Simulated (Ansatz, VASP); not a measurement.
## Two plane-wave programs on CaBe2O3

```
Ca Be O
1.0
     2.54316   -4.20825    0.00000
     2.54316    4.20825    0.00000
     0.00000    0.00000    3.01772
Ca Be O
1 2 3
Cartesian
  0.0000 0.0000 0.0000
  2.5432 -1.2007 1.5089
  2.5432 1.2007 1.5089
  2.5432 2.6505 1.5089
  2.5432 -2.6505 1.5089
  2.5432 0.0000 0.0000
```

Change from the starting cell: species swapped into the Li2CeO3 type (Cmmm, No. 65).

Alike in both runs: task relaxation of cell and atoms; functional PBE; k mesh 6 × 6 × 10; occupations gaussian, width 0.02 eV; no spin polarisation.

|  | VASP | Ansatz |
| --- | --- | --- |
| version | VASP 6.6.1 | Ansatz 0.2.0 |
| potentials or method | VASP PAW PBE potentials, release 64 (Ca_sv, Be, O), cutoff 600 eV | scalar-relativistic, plane waves, PAW |
| valence electrons in the cell | 32 | 32 |

VASP gave:

* gap on the k mesh at the Fermi level, each at its own relaxed structure (eV): 1.76
* relaxed volume (Å³/atom): 11.33
* relaxed cell length with the largest relative difference (Å): 2.965

Which values does Ansatz return?

gap on the k mesh at the Fermi level, each at its own relaxed structure (eV): 1.74; relaxed volume (Å³/atom): 11.44; relaxed cell length with the largest relative difference (Å): 2.954.
